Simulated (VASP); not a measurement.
# CrCoC4N4 (P-43m) in VASP: notebook, part 2 of 2

VASP 6.6.1. Earlier steps stand in the parts before.

### Step 3. Single point, PBE, collinear spin, ferromagnetic start

This run uses another cell than the first one, of 20.63 Å³/atom.

Input file INCAR:

```
SYSTEM = CrCoC4N4
PREC     = Accurate       ! precision mode
ENCUT    = 520            ! plane-wave cutoff, eV
EDIFF    = 1E-6           ! SCF threshold, eV
ISMEAR   = 0              ! smearing method
SIGMA    = 0.1            ! smearing width, eV
LREAL    = .FALSE.        ! projectors in reciprocal space
LASPH    = .TRUE.         ! aspherical terms in the spheres
NELM     = 150            ! most SCF steps
ALGO     = Normal         ! electronic algorithm
ISIF     = 2              ! what is computed and relaxed
LWAVE    = .FALSE.        ! write WAVECAR
LCHARG   = .FALSE.        ! write CHGCAR
ISPIN    = 2              ! spin polarisation
MAGMOM   = -3 -3 0 0 0 0 0 0 0 0 ! initial moments
LORBIT   = 11             ! projections on sites
LMAXMIX  = 4              ! l up to which the mixer works
GGA      = PE             ! functional
NBANDS   = 44             ! bands
```

Input file KPOINTS:

```
regular mesh
0
G
  4 4 4
  0 0 0
```

Input file POSCAR:

```
CrCoC4N4
1.0
    5.9086026500      0.0000000000      0.0000000000
    0.0000000000      5.9086026500      0.0000000000
    0.0000000000      0.0000000000      5.9086026500
Cr Co C N
1 1 4 4
Direct
    0.5000000000      0.5000000000      0.5000000000
    0.0000000000      0.0000000000      0.0000000000
    0.1873167900      0.1873167900      0.1873167900
    0.1873167900      0.8126832100      0.8126832100
    0.8126832100      0.1873167900      0.8126832100
    0.8126832100      0.8126832100      0.1873167900
    0.3016415900      0.3016415900      0.3016415900
    0.3016415900      0.6983584100      0.6983584100
    0.6983584100      0.3016415900      0.6983584100
    0.6983584100      0.6983584100      0.3016415900
```

Potentials or basis: VASP PAW PBE potentials, release 64 (Cr_pv, Co, C, N).

On the command line:

```sh
cat potpaw_PBE.64/Cr_pv/POTCAR potpaw_PBE.64/Co/POTCAR potpaw_PBE.64/C/POTCAR potpaw_PBE.64/N/POTCAR > POTCAR
mpirun -np 1 vasp_std > vasp.out
```

OUTCAR:

```text
SYSTEM = CrCoC4N4
   PREC = Accurate
   ENCUT = 520
   EDIFF = 1E-6
   ISMEAR = 0
   LREAL = .FALSE.
   LASPH = .TRUE.
   NELM = 150
   ISIF = 2
   ISPIN = 2
   LORBIT = 11
   GGA = PE

 ion  position               nearest neighbor table
   1  0.500  0.500  0.500-   7 2.03   8 2.03   9 2.03  10 2.03
   2  0.000  0.000  0.000-   3 1.92   4 1.92   5 1.92   6 1.92
   3  0.187  0.187  0.187-   7 1.17   2 1.92
   4  0.187  0.813  0.813-   8 1.17   2 1.92
   5  0.813  0.187  0.813-   9 1.17   2 1.92
   6  0.813  0.813  0.187-  10 1.17   2 1.92
   7  0.302  0.302  0.302-   3 1.17   1 2.03
   8  0.302  0.698  0.698-   4 1.17   1 2.03
   9  0.698  0.302  0.698-   5 1.17   1 2.03
  10  0.698  0.698  0.302-   6 1.17   1 2.03

  LATTYP: Found a simple cubic cell.
 ALAT       =     5.9086026500

  Lattice vectors:

 A1 = (   5.9086026500,   0.0000000000,   0.0000000000)
 A2 = (   0.0000000000,   5.9086026500,   0.0000000000)
 A3 = (   0.0000000000,   0.0000000000,   5.9086026500)

Analysis of symmetry for initial positions (statically):
=====================================================================
 Subroutine PRICEL returns:
 Original cell was already a primitive cell.

 Routine SETGRP: Setting up the symmetry group for a
 simple cubic supercell.

 Subroutine GETGRP returns: Found 24 space group operations
 (whereof 24 operations were pure point group operations)
 out of a pool of 48 trial point group operations.

The static configuration has the point symmetry T_d .

Analysis of symmetry for dynamics (positions and initial velocities):
=====================================================================
 Subroutine PRICEL returns:
 Original cell was already a primitive cell.

 Routine SETGRP: Setting up the symmetry group for a
 simple cubic supercell.

 Subroutine GETGRP returns: Found 24 space group operations
 (whereof 24 operations were pure point group operations)
 out of a pool of 48 trial point group operations.

The dynamic configuration has the point symmetry T_d .

Analysis of structural, dynamic, and magnetic symmetry:
=====================================================================
 Subroutine PRICEL returns:
 Original cell was already a primitive cell.

 Routine SETGRP: Setting up the symmetry group for a
 simple cubic supercell.

 Subroutine GETGRP returns: Found 24 space group operations
 (whereof 24 operations were pure point group operations)
 out of a pool of 48 trial point group operations.

The overall configuration has the point symmetry T_d .

 Subroutine INISYM returns: Found 24 space group operations
 (whereof 24 operations are pure point group operations),
 and found     1 'primitive' translations

----------------------------------------------------------------------------------------

                                     Primitive cell

  volume of cell :     206.2787

  direct lattice vectors                    reciprocal lattice vectors
     5.908602650  0.000000000  0.000000000     0.169244754  0.000000000  0.000000000
     0.000000000  5.908602650  0.000000000     0.000000000  0.169244754  0.000000000
     0.000000000  0.000000000  5.908602650     0.000000000  0.000000000  0.169244754

  length of vectors
     5.908602650  5.908602650  5.908602650     0.169244754  0.169244754  0.169244754

  position of ions in fractional coordinates (direct lattice)
[... 102 lines left out ...]
  Fermi-wavevector in a.u.,A,eV,Ry     =   1.066306  2.015025 15.469926  1.137007
  Thomas-Fermi vector in A             =   2.201885
   LORBIT       =     11    0 simple, 1 ext, 2 COOP (PROOUT), +10 PAW based schemes
   GGA     = PE    functional components
   LHFCALC =     F    Hartree Fock is set to
   AEXX    =    0.0000 exact exchange contribution
   IVDW    =     0    specifies the selected vdW correction
   LEPSILON=     F    determine dielectric tensor
   LRPA    =     F    only Hartree local field effects (RPA)
 spin polarized calculation
 Gauss-broadening in eV      SIGMA  =   0.10
  energy-cutoff  :      520.00
  volume of cell :      206.28
 maximum number of plane-waves:      5590
 NGX is ok and might be reduce to    48
   NGX = 21   NGY = 21   NGZ = 21

 number of electron      57.0000024 magnetization       0.0008381

 number of electron      57.0000024 magnetization      -0.0004384

 Free energy of the ion-electron system (eV)
  ---------------------------------------------------
  ext. energy  EPLUGINS =         0.00000000
  ---------------------------------------------------
  free energy    TOTEN  =       -81.12294451 eV

  energy without entropy =      -81.08550566  energy(sigma->0) =      -81.10422508

 E-fermi :  -0.8319     XC(G=0):  -7.1678

 val. band max:       -0.8970052384   @ k =   0.5000   0.5000   0.5000
 cond. band min:      -0.8179970706   @ k =   0.2500   0.2500   0.0000
 fundamental gap:      0.0790081679
 Fermi energy:        -0.8319340637

 spin component 1

 k-point     1 :       0.0000    0.0000    0.0000
  band No.  band energies     occupation
      1     -44.6023      1.00000
      2     -44.6023      1.00000
      3     -44.6023      1.00000
      4     -18.7642      1.00000
      5     -18.6584      1.00000
      6     -18.6584      1.00000
[... 419 lines left out ...]
     39       4.5048      0.00000
     40       4.5048      0.00000
 Fermi energy:        -0.8319340637

 spin component 2

 k-point     1 :       0.0000    0.0000    0.0000
  band No.  band energies     occupation
      1     -44.6021      1.00000
      2     -44.6020      1.00000
      3     -44.6020      1.00000
      4     -18.7642      1.00000
      5     -18.6584      1.00000
      6     -18.6584      1.00000
[... 419 lines left out ...]
     39       4.5048      0.00000
     40       4.5048      0.00000
 [bands above 40 left out]

------------------------ aborting loop because EDIFF is reached ----------------------------------------

  FORCE on cell =-STRESS in cart. coord.  units (eV):
  Direction    XX          YY          ZZ          XY          YZ          ZX
  --------------------------------------------------------------------------------------
  -------------------------------------------------------------------------------------
  Total       -6.4341937     -6.4341937     -6.4341937      0.0000000      0.0000000     -0.0000000
  in kB      -49.9747190    -49.9747190    -49.9747190      0.0000000      0.0000000     -0.0000000
  external PRESSURE =     -49.9747190 kB  Pullay stress =       0.0000000 kB

 VOLUME and BASIS-vectors are now :
 -----------------------------------------------------------------------------
  energy-cutoff  :      520.00
  volume of cell :      206.28
      direct lattice vectors                 reciprocal lattice vectors
     5.908602650  0.000000000  0.000000000     0.169244754  0.000000000  0.000000000
     0.000000000  5.908602650  0.000000000     0.000000000  0.169244754  0.000000000
     0.000000000  0.000000000  5.908602650     0.000000000  0.000000000  0.169244754

 POSITION                                       TOTAL-FORCE (eV/Angst)
 -----------------------------------------------------------------------------------
      2.95430      2.95430      2.95430        -0.000000     -0.000000     -0.000000
      0.00000      0.00000      0.00000         0.000000     -0.000000     -0.000000
      1.10678      1.10678      1.10678        -1.733237     -1.733237     -1.733237
      1.10678      4.80182      4.80182        -1.733237      1.733237      1.733237
      4.80182      1.10678      4.80182         1.733237     -1.733237      1.733237
      4.80182      4.80182      1.10678         1.733237      1.733237     -1.733237
      1.78228      1.78228      1.78228         2.375877      2.375877      2.375877
      1.78228      4.12632      4.12632         2.375877     -2.375877     -2.375877
      4.12632      1.78228      4.12632        -2.375877      2.375877     -2.375877
      4.12632      4.12632      1.78228        -2.375877     -2.375877      2.375877
 -----------------------------------------------------------------------------------
    total drift:                                0.000000      0.000000     -0.000000

  FREE ENERGIE OF THE ION-ELECTRON SYSTEM (eV)
  ---------------------------------------------------
  free  energy   TOTEN  =       -81.1229445078 eV

  energy  without entropy=      -81.0855056556  energy(sigma->0) =      -81.10422508

 total charge

# of ion       s       p       d       tot
------------------------------------------
    1        0.264   6.233   3.966  10.463
    2        0.472   0.676   7.223   8.372
    3        0.961   1.598   0.000   2.559
    4        0.961   1.598   0.000   2.559
    5        0.961   1.598   0.000   2.559
    6        0.961   1.598   0.000   2.559
    7        1.294   2.599   0.000   3.893
    8        1.294   2.599   0.000   3.893
    9        1.294   2.599   0.000   3.893
   10        1.294   2.599   0.000   3.893
--------------------------------------------------
tot          9.757  23.694  11.190  44.641

 magnetization (x)

# of ion       s       p       d       tot
------------------------------------------
    1       -0.000   0.000  -0.001  -0.001
    2       -0.000  -0.000  -0.001  -0.001
    3       -0.000  -0.000   0.000  -0.000
    4       -0.000  -0.000   0.000  -0.000
    5       -0.000  -0.000   0.000  -0.000
    6       -0.000  -0.000   0.000  -0.000
    7       -0.000  -0.000   0.000  -0.000
    8       -0.000  -0.000   0.000  -0.000
    9       -0.000  -0.000   0.000  -0.000
   10       -0.000  -0.000   0.000  -0.000
--------------------------------------------------
tot         -0.000  -0.000  -0.002  -0.002
```

It took 14 min on 1 thread of Intel Xeon Platinum 8488C (Sapphire Rapids), shared host; peak memory 0.51 GiB.

What came out:

- Free energy: -81.1229 eV
- Pressure: -5.0 GPa
- Largest force: 4.115 eV/Å
- Net moment: 0.00 μB per cell
- Valence electrons inside the program's atomic spheres: Cr 10.46; Co 8.37; C 2.56; N 3.89

Forces on the atoms (eV/Å):
```
Cr   0.000  0.000  0.000
Co   0.000  0.000  0.000
C   -1.733 -1.733 -1.733
C   -1.733  1.733  1.733
C    1.733 -1.733  1.733
C    1.733  1.733 -1.733
N    2.376  2.376  2.376
N    2.376 -2.376 -2.376
N   -2.376  2.376 -2.376
N   -2.376 -2.376  2.376
```

Levels at points of the mesh, in eV from the Fermi level:
Spin up:
```tsv
k point	band 25	band 26	band 27	band 28	band 29	band 30	band 31	band 32	band 33	band 34
(0.00, 0.00, 0.00)	-1.41	-0.24	-0.24	-0.24	-0.10	-0.10	0.55	0.55	0.55	4.43
(0.50, 0.00, 0.00)	-1.09	-0.76	-0.28	-0.28	-0.28	0.32	0.63	0.83	0.83	4.30
(0.50, 0.50, 0.00)	-1.10	-0.70	-0.28	-0.19	-0.19	0.32	0.63	0.77	0.77	4.55
(0.50, 0.50, 0.50)	-1.41	-0.12	-0.12	-0.12	-0.07	-0.07	0.57	0.57	0.57	4.69
```
Spin down:
| k point | band 25 | band 26 | band 27 | band 28 | band 29 | band 30 | band 31 | band 32 | band 33 | band 34 |
| --- | --- | --- | --- | --- | --- | --- | --- | --- | --- | --- |
| (0.00, 0.00, 0.00) | -1.41 | -0.25 | -0.25 | -0.25 | -0.10 | -0.10 | 0.55 | 0.55 | 0.55 | 4.43 |
| (0.50, 0.00, 0.00) | -1.09 | -0.76 | -0.28 | -0.28 | -0.28 | 0.32 | 0.63 | 0.83 | 0.83 | 4.30 |
| (0.50, 0.50, 0.00) | -1.10 | -0.71 | -0.28 | -0.19 | -0.19 | 0.32 | 0.63 | 0.77 | 0.77 | 4.55 |
| (0.50, 0.50, 0.50) | -1.41 | -0.12 | -0.12 | -0.12 | -0.07 | -0.07 | 0.57 | 0.57 | 0.57 | 4.69 |

Caveat: the cell stands under tension; the moments typed at the start vanished in this run; forces of over 1 eV/Å act on the atoms, so gaps and moduli don't describe the material at rest. With open d or f shells a metallic result of PBE can be an artefact of self-interaction; +U or a hybrid may open a gap.
